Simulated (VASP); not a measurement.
# TaBi (rocksalt type) (Fm-3m) in VASP: notebook, part 2 of 2

VASP 6.6.1. The steps go on from the part before.

### 3 Single point, LDA (volume scaled by 0.45)

INCAR reads:

```
SYSTEM = TaBi
PREC = Accurate
ENCUT = 520
EDIFF = 1E-6
ISMEAR = -1
SIGMA = 0.08
LREAL = .FALSE.
LASPH = .TRUE.
NELM = 100
ALGO = Normal
ISIF = 2
LWAVE = .FALSE.
LCHARG = .FALSE.
GGA = CA
NBANDS = 20
```

KPOINTS reads:

```
regular mesh
0
G
  11 11 11
  0 0 0
```

POSCAR reads:

```
TaBi
1.0
    0.0000000000      2.1845178549      2.1845178549
    2.1845178549      0.0000000000      2.1845178549
    2.1845178549      2.1845178549      0.0000000000
Ta Bi
1 1
Direct
    0.0000000000      0.0000000000      0.0000000000
    0.5000000000      0.5000000000      0.5000000000
```

Potentials or basis: VASP PAW LDA potentials, release 64 (Ta_pv, Bi_d).

Started as:

```
cat potpaw_LDA.64/Ta_pv/POTCAR potpaw_LDA.64/Bi_d/POTCAR > POTCAR
mpirun -np 1 vasp_std > vasp.out
```

Wall time 6.1 s (1 thread of Intel Xeon 6975P-C (Granite Rapids), shared host); peak memory 0.14 GiB.

Results (log left out):

* Free energy: 6.4054 eV
* Pressure: 552.4 GPa
* Band gap on the k mesh: zero (band 13 reaches 23.18 eV, above the bottom of band 14 at 20.52 eV)

Levels at points of the mesh, in eV from the Fermi level:
```
           k point  band 9  band 10  band 11  band 12  band 13  band 14  band 15  band 16  band 17  band 18
(0.00, 0.00, 0.00)  -20.14    -2.25    -2.25    -2.25     1.87     1.87     2.16     5.41     5.41     5.41
```

Caveat: spin-orbit coupling is left out, which moves the levels of the heavy elements.

### 4 Single point, LDA (volume scaled by 0.45)

INCAR reads:

```
PREC = Accurate ; ENCUT = 520
EDIFF = 1E-6 ; ISMEAR = -1
SIGMA = 0.08 ; LREAL = F
LASPH = T ; NELM = 100
ALGO = Normal ; ISIF = 2
LWAVE = F ; LCHARG = T
LELF = T ; LVHAR = T
NBANDS = 20
```

KPOINTS reads:

```
regular mesh
0
Gamma
  11 11 11
```

POSCAR is that of step 3.

Potentials or basis: VASP PAW LDA potentials, release 64 (Ta_pv, Bi_d).

Started as:

```
cat potpaw_LDA.64/Ta_pv/POTCAR potpaw_LDA.64/Bi_d/POTCAR > POTCAR
mpirun -np 1 vasp_std > vasp.out
```

OUTCAR:

```text
PREC = Accurate
   ENCUT = 520
   EDIFF = 1E-6
   ISMEAR = -1
   LREAL = F
   LASPH = T
   NELM = 100
   ISIF = 2

 ion  position               nearest neighbor table
   1  0.000  0.000  0.000-   2 2.18   2 2.18   2 2.18   2 2.18   2 2.18   2 2.18
   2  0.500  0.500  0.500-   1 2.18   1 2.18   1 2.18   1 2.18   1 2.18   1 2.18

  LATTYP: Found a face centered cubic cell.
 ALAT       =     4.3690357098

  Lattice vectors:

 A1 = (   0.0000000000,   2.1845178549,   2.1845178549)
 A2 = (   2.1845178549,   0.0000000000,   2.1845178549)
[... 186 lines left out ...]
      3     -13.7172      2.00000
      4      -5.9812      2.00000
      5      -5.9812      2.00000
      6      -5.3593      2.00000
[... 541 lines left out ...]
     19      33.4278      0.00000
     20      35.3936      0.00000

 [... further k-points ...]
[... 5 lines left out ...]
  --------------------------------------------------------------------------------------
  -------------------------------------------------------------------------------------
  Total       71.8816176     71.8816176     71.8816176      0.0000000     -0.0000000      0.0000000
  in kB     5523.7196995   5523.7196995   5523.7196995      0.0000000     -0.0000000      0.0000000
  external PRESSURE =    5523.7196995 kB  Pullay stress =       0.0000000 kB

 VOLUME and BASIS-vectors are now :
 -----------------------------------------------------------------------------
  energy-cutoff  :      520.00
  volume of cell :       20.85
      direct lattice vectors                 reciprocal lattice vectors
     0.000000000  2.184517855  2.184517855    -0.228883458  0.228883458  0.228883458
     2.184517855  0.000000000  2.184517855     0.228883458 -0.228883458  0.228883458
     2.184517855  2.184517855  0.000000000     0.228883458  0.228883458 -0.228883458

 POSITION                                       TOTAL-FORCE (eV/Angst)
 -----------------------------------------------------------------------------------
      0.00000      0.00000      0.00000         0.000000      0.000000      0.000000
      2.18452      2.18452      2.18452        -0.000000     -0.000000     -0.000000
 -----------------------------------------------------------------------------------
    total drift:                                0.000000     -0.000000      0.000000

  FREE ENERGIE OF THE ION-ELECTRON SYSTEM (eV)
  ---------------------------------------------------
  free  energy   TOTEN  =         6.4053864465 eV

  energy  without entropy=        6.4272456947  energy(sigma->0) =        6.41631607
```

Wall time 6.7 s (1 thread of Intel Xeon 6975P-C (Granite Rapids), shared host); peak memory 0.14 GiB.

What came out:

```
Free energy            : 6.4054 eV
Pressure               : 552.4 GPa
Band gap on the k mesh : zero (band 13 reaches 23.18 eV, above the bottom of band 14 at 20.52 eV)
```

Levels at points of the mesh, in eV from the Fermi level:
```tsv
k point	band 10	band 11	band 12	band 13	band 14	band 15	band 16	band 17
(0.00, 0.00, 0.00)	-2.25	-2.25	-2.25	1.87	1.87	2.16	5.41	5.41
```

Caveat: spin-orbit coupling is left out, which moves the levels of the heavy elements.

### 5 Single point, LDA (volume scaled by 0.55)

INCAR reads:

```
  ALGO = Normal
  EDIFF = 1E-6
  ENCUT = 520
  GGA = CA
  ISIF = 2
  ISMEAR = -1
  LASPH = T
  LCHARG = F
  LREAL = F
  LWAVE = F
  NBANDS = 20
  NELM = 100
  PREC = Accurate
  SIGMA = 0.08
```

KPOINTS reads:

```
k-points
0
Gamma
  11 11 11
```

POSCAR reads:

```
TaBi
1.0
    0.0000000000      2.3356386714      2.3356386714
    2.3356386714      0.0000000000      2.3356386714
    2.3356386714      2.3356386714      0.0000000000
Ta Bi
1 1
Direct
    0.0000000000      0.0000000000      0.0000000000
    0.5000000000      0.5000000000      0.5000000000
```

Started as:

```
cat potpaw_LDA.64/Ta_pv/POTCAR potpaw_LDA.64/Bi_d/POTCAR > POTCAR
mpirun -np 1 vasp_std > vasp.out
```

It took 13 s on 1 thread of Intel Xeon 6975P-C (Granite Rapids), shared host; peak memory 0.16 GiB.

It converged, with:

| Property | Result |
| --- | --- |
| Free energy | -4.9931 eV |
| Pressure | 271.7 GPa |
| Band gap on the k mesh | zero (band 13 reaches 18.04 eV, above the bottom of band 14 at 16.31 eV) |

Levels at points of the mesh, in eV from the Fermi level:
```csv
k point,band 10,band 11,band 12,band 13,band 14,band 15,band 16,band 17
"(0.00, 0.00, 0.00)",-2.00,-2.00,-2.00,0.84,0.84,3.61,3.61,3.61
```

Caveat: spin-orbit coupling is left out, which moves the levels of the heavy elements.
